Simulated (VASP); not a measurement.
# ZnS (scan) (P6_3mc) in VASP: a series of runs, part 2 of 2

VASP 6.6.1.

## Step 3: Relaxation of cell and atoms, r2SCAN

This run uses another cell than the first one, of 19.81 Å³/atom, 1.011 times its volume.

POSCAR reads:

```
ZnS
1.0
    3.8230000000      0.0000000000      0.0000000000
   -1.9115000000      3.3108151187      0.0000000000
    0.0000000000      0.0000000000      6.2610000000
Zn S
2 2
Direct
    0.3333333333      0.6666666667      0.0000000000
    0.6666666667      0.3333333333      0.5000000000
    0.3333333333      0.6666666667      0.3750000000
    0.6666666667      0.3333333333      0.8750000000
```

INCAR.step1 reads:

```
PREC = Accurate
ENCUT = 600
ISMEAR = 0
SIGMA = 0.02
LREAL = F
LASPH = T
NELM = 100
GGA = PE
ALGO = Normal
EDIFF = 1E-4
LWAVE = T
LCHARG = F
```

INCAR.step2 reads:

```
PREC = Accurate
ENCUT = 600
EDIFF = 1E-6
ISMEAR = 0
SIGMA = 0.02
LREAL = F
LASPH = T
NELM = 100
ALGO = Normal
ISIF = 3
LWAVE = F
LCHARG = F
METAGGA = R2SCAN
LMIXTAU = T
IBRION = 2
NSW = 100
EDIFFG = -0.002
ISTART = 1
```

KPOINTS reads:

```
Automatic mesh
0
Gamma
  6 6 4
```

Potentials or basis: VASP PAW PBE potentials, release 64 (Zn, S).

The run is started by

```bash
cat potpaw_PBE.64/Zn/POTCAR potpaw_PBE.64/S/POTCAR > POTCAR
cp INCAR.step1 INCAR
mpirun -np 1 vasp_std > vasp.out
cp INCAR.step2 INCAR
mpirun -np 1 vasp_std > vasp.out
```

OUTCAR:

```text
PREC = Accurate
   ENCUT = 600
   EDIFF = 1E-6
   ISMEAR = 0
   LREAL = F
   LASPH = T
   NELM = 100
   ISIF = 3
   METAGGA = R2SCAN
   IBRION = 2
   NSW = 100
   EDIFFG = -0.002
   ISTART = 1

 ion  position               nearest neighbor table
   1  0.333  0.667  0.000-   4 2.34   4 2.34   4 2.34   3 2.35
   2  0.667  0.333  0.500-   3 2.34   3 2.34   3 2.34   4 2.35
   3  0.333  0.667  0.375-   2 2.34   2 2.34   2 2.34   1 2.35
   4  0.667  0.333  0.875-   1 2.34   1 2.34   1 2.34   2 2.35

  LATTYP: Found a hexagonal cell.
 ALAT       =     3.8230000000
 C/A-ratio  =     1.6377190688

  Lattice vectors:

 A1 = (   3.8230000000,   0.0000000000,   0.0000000000)
 A2 = (  -1.9115000000,   3.3108151187,   0.0000000000)
 A3 = (   0.0000000000,   0.0000000000,   6.2610000000)

Analysis of symmetry for initial positions (statically):
=====================================================================
 Subroutine PRICEL returns:
 Original cell was already a primitive cell.

 Routine SETGRP: Setting up the symmetry group for a
 hexagonal supercell.

 Subroutine GETGRP returns: Found 12 space group operations
 (whereof  6 operations were pure point group operations)
 out of a pool of 24 trial point group operations.

The static configuration has the point symmetry C_3v.
 The point group associated with its full space group is C_6v.

Analysis of symmetry for dynamics (positions and initial velocities):
=====================================================================
 Subroutine PRICEL returns:
 Original cell was already a primitive cell.

 Routine SETGRP: Setting up the symmetry group for a
 hexagonal supercell.

 Subroutine GETGRP returns: Found 12 space group operations
 (whereof  6 operations were pure point group operations)
 out of a pool of 24 trial point group operations.

The dynamic configuration has the point symmetry C_3v.
[... 121 lines left out ...]
  volume/ion in A,a.u.               =      19.81       133.70
  Fermi-wavevector in a.u.,A,eV,Ry     =   1.258485  2.378192 21.548694  1.583784
  Thomas-Fermi vector in A             =   2.392092
   LORBIT       =      0    0 simple, 1 ext, 2 COOP (PROOUT), +10 PAW based schemes
   METAGGA = R2SCAN    functional components
   LHFCALC =     F    Hartree Fock is set to
   AEXX    =    0.0000 exact exchange contribution
   IVDW    =     0    specifies the selected vdW correction
   LEPSILON=     F    determine dielectric tensor
   LRPA    =     F    only Hartree local field effects (RPA)
 conjugate gradient relaxation of ions
 non-spin polarized calculation
 Gauss-broadening in eV      SIGMA  =   0.02
  energy-cutoff  :      600.00
  volume of cell :       79.25
 maximum number of plane-waves:      2671
 NGX is ok and might be reduce to    32
   NGX = 15   NGY = 15   NGZ = 25

--------------------------------------- Ionic step        1  -------------------------------------------

 number of electron      36.0000015 magnetization

 Free energy of the ion-electron system (eV)
  ---------------------------------------------------
  ext. energy  EPLUGINS =         0.00000000
  ---------------------------------------------------
  free energy    TOTEN  =       -37.72030908 eV

  energy without entropy =      -37.72030908  energy(sigma->0) =      -37.72030908

------------------------ aborting loop because EDIFF is reached ----------------------------------------

  FORCE on cell =-STRESS in cart. coord.  units (eV):
  Direction    XX          YY          ZZ          XY          YZ          ZX
  --------------------------------------------------------------------------------------
  -------------------------------------------------------------------------------------
  Total       -0.4554088     -0.4554088     -0.4074594      0.0000000      0.0000000     -0.0000000
  in kB       -9.2072316     -9.2072316     -8.2378145      0.0000000      0.0000000     -0.0000000
  external PRESSURE =      -8.8840925 kB  Pullay stress =       0.0000000 kB
[... 95 lines left out ...]
  FREE ENERGIE OF THE ION-ELECTRON SYSTEM (eV)
  ---------------------------------------------------
  free  energy   TOTEN  =       -37.7234428616 eV

  energy  without entropy=      -37.7234428616  energy(sigma->0) =      -37.72344286

[... ionic steps 4 to 12 ...]

--------------------------------------- Ionic step       13  -------------------------------------------

 number of electron      36.0000016 magnetization

------------------------ aborting loop because EDIFF is reached ----------------------------------------
[... 71 lines left out ...]
--------------------------------------- Ionic step       15  -------------------------------------------

 number of electron      36.0000016 magnetization

 Free energy of the ion-electron system (eV)
  ---------------------------------------------------
  ext. energy  EPLUGINS =         0.00000000
  ---------------------------------------------------
  free energy    TOTEN  =       -37.72352147 eV

  energy without entropy =      -37.72352147  energy(sigma->0) =      -37.72352147

 E-fermi :   2.0236     XC(G=0): -10.3124

 val. band max:        1.9204921875   @ k =   0.0000   0.0000   0.0000
 cond. band min:       4.7036911929   @ k =   0.0000   0.0000   0.0000
 fundamental gap:      2.7831990054
 Fermi energy:         2.0235896416

 k-point     1 :       0.0000    0.0000    0.0000
  band No.  band energies     occupation
      1     -11.8340      2.00000
      2     -10.8750      2.00000
      3      -4.6203      2.00000
      4      -4.6028      2.00000
      5      -4.6027      2.00000
      6      -4.5113      2.00000
[... 545 lines left out ...]
  FREE ENERGIE OF THE ION-ELECTRON SYSTEM (eV)
  ---------------------------------------------------
  free  energy   TOTEN  =       -37.7235214657 eV

  energy  without entropy=      -37.7235214657  energy(sigma->0) =      -37.72352147

 reached required accuracy - stopping structural energy minimisation
```

OUTCAR.step1:

```text
PREC = Accurate
   ENCUT = 600
   ISMEAR = 0
   LREAL = F
[... 751 lines left out ...]
     -0.00000      2.20721      0.00000         0.000000     -0.000000      0.013766
      1.91150      1.10361      3.13050        -0.000000      0.000000      0.013766
     -0.00000      2.20721      2.34788         0.000000     -0.000000     -0.013766
      1.91150      1.10361      5.47837        -0.000000      0.000000     -0.013766
 -----------------------------------------------------------------------------------
    total drift:                               -0.000000     -0.000000      0.000203

  FREE ENERGIE OF THE ION-ELECTRON SYSTEM (eV)
  ---------------------------------------------------
  free  energy   TOTEN  =       -13.6827709426 eV

  energy  without entropy=      -13.6827709426  energy(sigma->0) =      -13.68277094
```

OSZICAR.step1:

```text
N       E                     dE             d eps       ncg     rms          rms(c)
DAV:   1     0.244633502115E+03    0.24463E+03   -0.19067E+04   932   0.218E+03
DAV:   2     0.960032536413E+01   -0.23503E+03   -0.22914E+03   962   0.400E+02
DAV:   3    -0.139397376418E+02   -0.23540E+02   -0.23434E+02  1098   0.124E+02
DAV:   4    -0.145290183742E+02   -0.58928E+00   -0.58835E+00  1110   0.198E+01
DAV:   5    -0.145393400030E+02   -0.10322E-01   -0.10320E-01  1098   0.261E+00    0.968E+00
DAV:   6    -0.136665063425E+02    0.87283E+00   -0.20236E+00  1452   0.437E+01    0.757E+00
DAV:   7    -0.136999920257E+02   -0.33486E-01   -0.19909E+00   978   0.814E+00    0.334E+00
DAV:   8    -0.136815778875E+02    0.18414E-01   -0.12346E-01  1256   0.491E+00    0.114E+00
DAV:   9    -0.136823651593E+02   -0.78727E-03   -0.21020E-02  1270   0.273E+00    0.280E-01
DAV:  10    -0.136825268863E+02   -0.16173E-03   -0.14777E-03  1056   0.450E-01    0.173E-01
DAV:  11    -0.136827643352E+02   -0.23745E-03   -0.32233E-04   896   0.127E-01    0.821E-02
DAV:  12    -0.136827709426E+02   -0.66074E-05   -0.24146E-05   684   0.706E-02
   1 F= -.13682771E+02 E0= -.13682771E+02  d E =-.327279E-24
```

It took 25 min on 1 thread of AMD EPYC 7R13 (Zen 3), shared host; peak memory 0.22 GiB.

Results:

- Free energy: -37.7235 eV
- Relaxed volume: 19.59 Å³/atom
- Relaxed cell: a = 3.805 Å, b = 3.805 Å, c = 6.250 Å, α = 90.00°, β = 90.00°, γ = 120.00°
- Space group after relaxing (to 0.05 Å): P6_3mc (No. 186)
- Energy gained by relaxing: 0.8 meV/atom
- Ionic steps: 15
- Pressure after relaxing: 0.0 GPa
- Band gap on the k mesh: 2.78 eV, direct

Step by step:
```csv
step,energy change (eV),largest force (eV/Å),pressure (GPa),volume (Å³)
1,0.0000,0.0216,-0.89,79.25
2,-0.0029,0.0108,0.34,77.99
3,-0.0031,0.0131,0.08,78.24
4,-0.0031,0.0137,0.03,78.31
5,-0.0031,0.0140,-0.01,78.34
6,-0.0032,0.0118,-0.02,78.35
7,-0.0032,0.0041,-0.03,78.35
8,-0.0032,0.0032,0.05,78.29
9,-0.0032,0.0015,0.01,78.30
10,-0.0032,0.0003,-0.03,78.32
11,-0.0032,0.0014,0.03,78.31
12,-0.0032,0.0004,0.01,78.31
13,-0.0032,0.0004,0.02,78.31
14,-0.0032,0.0004,0.02,78.31
15,-0.0032,0.0008,0.00,78.36
```

Final structure:
```
CELL_PARAMETERS angstrom
3.80489 0.00000 0.00000
-1.90245 3.29513 0.00000
0.00000 0.00000 6.24967
ATOMIC_POSITIONS crystal
Zn 0.33333 0.66667 0.00058
Zn 0.66667 0.33333 0.50058
S 0.33333 0.66667 0.37442
S 0.66667 0.33333 0.87442
```

Caveat: the PAW data sets were made with another functional, which shifts forces and pressure a little. r2SCAN opens gaps a little over a GGA but as a rule still falls short of measured ones.

## Step 4: Single point, r2SCAN

POSCAR reads:

```
ZnS
1.0
    3.8074180658      0.0000000000      0.0000000000
   -1.9037090329      3.2973207678      0.0000000000
    0.0000000000      0.0000000000      6.2459874042
Zn S
2 2
Direct
    0.3333333333      0.6666666667      0.0003473313
    0.6666666667      0.3333333333      0.5003473313
    0.3333333333      0.6666666667      0.3746526687
    0.6666666667      0.3333333333      0.8746526687
```

INCAR.step1 reads:

```
PREC     = Accurate       # precision mode
ENCUT    = 520            # plane-wave cutoff, eV
ISMEAR   = 0              # smearing method
SIGMA    = 0.01           # smearing width, eV
LREAL    = False          # projectors in reciprocal space
LASPH    = True           # aspherical terms in the spheres
NELM     = 100            # most SCF steps
NBANDS   = 26             # bands
GGA      = PE             # functional
ALGO     = Normal         # electronic algorithm
EDIFF    = 1E-4           # SCF threshold, eV
LWAVE    = True           # write WAVECAR
LCHARG   = False          # write CHGCAR
```

INCAR.step2 reads:

```
PREC     = Accurate       # precision mode
ENCUT    = 520            # plane-wave cutoff, eV
EDIFF    = 1E-6           # SCF threshold, eV
ISMEAR   = 0              # smearing method
SIGMA    = 0.01           # smearing width, eV
LREAL    = False          # projectors in reciprocal space
LASPH    = True           # aspherical terms in the spheres
NELM     = 100            # most SCF steps
ALGO     = Normal         # electronic algorithm
ISIF     = 2              # what is computed and relaxed
LWAVE    = False          # write WAVECAR
LCHARG   = False          # write CHGCAR
METAGGA  = R2SCAN         # meta-GGA
LMIXTAU  = True         
NBANDS   = 26             # bands
ISTART   = 1
```

KPOINTS reads:

```
regular mesh
0
Gamma
  6 6 4
```

The run is started by

```bash
cat potpaw_PBE.64/Zn/POTCAR potpaw_PBE.64/S/POTCAR > POTCAR
cp INCAR.step1 INCAR
mpirun -np 1 vasp_std > vasp.out
cp INCAR.step2 INCAR
mpirun -np 1 vasp_std > vasp.out
```

Run time: 2.1 min. Hardware: 1 thread of AMD EPYC 7R13 (Zen 3), shared host; peak memory 0.18 GiB.

The run converged. Its results:

```yaml
Free_energy: -37.7212 eV
Pressure: 0.0 GPa
Largest_force: 0.003 eV/Å
Band_gap_on_the_k_mesh: 2.78 eV, direct
```

Forces on the atoms (eV/Å):
```
Zn   0.000  0.000 -0.003
Zn   0.000  0.000 -0.003
S    0.000  0.000  0.003
S    0.000  0.000  0.003
```

Levels at points of the mesh, in eV from the valence-band top:
```
           k point  band 14  band 15  band 16  band 17  band 18  band 19  band 20  band 21  band 22  band 23
(0.00, 0.00, 0.00)    -0.92    -0.92    -0.08     0.00     0.00     2.78     3.62     6.80     6.80     7.08
(0.50, 0.00, 0.00)    -4.18    -3.35    -2.31    -1.72    -0.91     4.04     4.77     5.45     7.37     7.99
(0.00, 0.00, 0.50)    -2.90    -0.48    -0.48    -0.48    -0.48     4.11     4.11     7.26     7.26     7.26
(0.50, 0.00, 0.50)    -4.95    -1.68    -1.68    -1.66    -1.66     3.96     3.96     5.66     5.66     9.38
```

Caveat: the PAW data sets were made with another functional, which shifts forces and pressure a little.

## Step 5: Summary

```tsv
task	cell	cutoff (eV)	smearing	gap on the mesh (eV)	pressure (GPa)
single point	a = 3.807, b = 3.807, c = 6.246 Å, angles 90.0, 90.0, 120.0°, 4 atoms	520	gaussian 0.02 eV	2.78	0.0
relaxation of cell and atoms	relaxed from a = 3.823, b = 3.823, c = 6.261 Å, angles 90.0, 90.0, 120.0°, 4 atoms	600	gaussian 0.02 eV	2.78	0.0
single point	a = 3.807, b = 3.807, c = 6.246 Å, angles 90.0, 90.0, 120.0°, 4 atoms	520	gaussian 0.01 eV	2.78	0.0
```

Alike in all rows: level r2SCAN; potentials or basis VASP PAW PBE potentials, release 64 (Zn, S); no spin polarisation; k mesh 6 × 6 × 4.

Caveats: the PAW data sets were made with another functional, which shifts forces and pressure a little.

Absolute energies hang on the potentials; compare differences alone.
